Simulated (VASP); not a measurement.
Set up this calculation in VASP 6.6.1, as the native input.

| Item | Value |
| --- | --- |
| Task | relaxation of cell and atoms |
| Functional | PBEsol |
| Potentials or basis | VASP PAW PBE potentials, release 64 (S) |
| Cutoff | 580 eV |
| k mesh | 6 × 6 × 6 |
| Occupations | gaussian, width 0.02 eV |
| Spin | no spin polarisation |
| Further INCAR settings | ALGO = Fast; EDIFF = 1e-07; IBRION = 2; EDIFFG = -0.005; NSW = 90; ISIF = 3 |

The structure of S lies in POSCAR:

```
S
1.0
    7.8483716200      0.0000000000      0.0000000000
   -3.9241858100      6.7968892000      0.0000000000
    0.0000000000      0.0000000000      4.3718472700
S
9
Direct
    0.1074698100      0.1074698100      0.5000000000
    0.4497097800      0.6897898700      0.7335943500
    0.6897898700      0.4497097800      0.2664056500
    0.8925301900      0.0000000000      0.1666666700
    0.2400800900      0.5502902200      0.0669276800
    0.3102101300      0.7599199100      0.4002610200
    0.5502902200      0.2400800900      0.9330723200
    0.7599199100      0.3102101300      0.5997389800
    0.0000000000      0.8925301900      0.8333333300
```

The input as run:

INCAR

```
SYSTEM = S
ALGO = Fast ; EDIFF = 1E-7
EDIFFG = -0.005 ; ENCUT = 580
GGA = PS ; IBRION = 2
ISIF = 3 ; ISMEAR = 0
LASPH = .TRUE. ; LCHARG = .FALSE.
LREAL = .FALSE. ; LWAVE = .FALSE.
NELM = 100 ; NSW = 90
PREC = Accurate ; SIGMA = 0.02
```

KPOINTS

```
k-points
0
G
  6 6 6
  0 0 0
```

Potentials or basis: VASP PAW PBE potentials, release 64 (S).

The run is started by

```sh
$ cat potpaw_PBE.64/S/POTCAR > POTCAR
$ mpirun -np 1 vasp_std > vasp.out
```

Results of the run:

The relaxed volume is 24.09 Å³/atom and the relaxed cell is a = 7.581 Å, b = 7.581 Å, c = 4.355 Å, α = 90.00°, β = 90.00°, γ = 120.00°. The space group after relaxing (to 0.1 Å) is P3_221 (No. 154). The energy gained by relaxing is 3.1 meV/atom, the ionic steps are 84 and the pressure after relaxing is 0.0 GPa. The largest force after relaxing is 0.004 eV/Å and the band gap on the k mesh is 1.95 eV (least direct gap 2.05 eV).

Caveat: the PAW data sets were made with another functional, which shifts forces and pressure a little.

Wall time 2.9 h on 1 thread of Intel(R) Xeon(R) Platinum 8375C CPU @ 2.90GHz (Ice Lake) (shared host), peak memory 0.53 GiB.
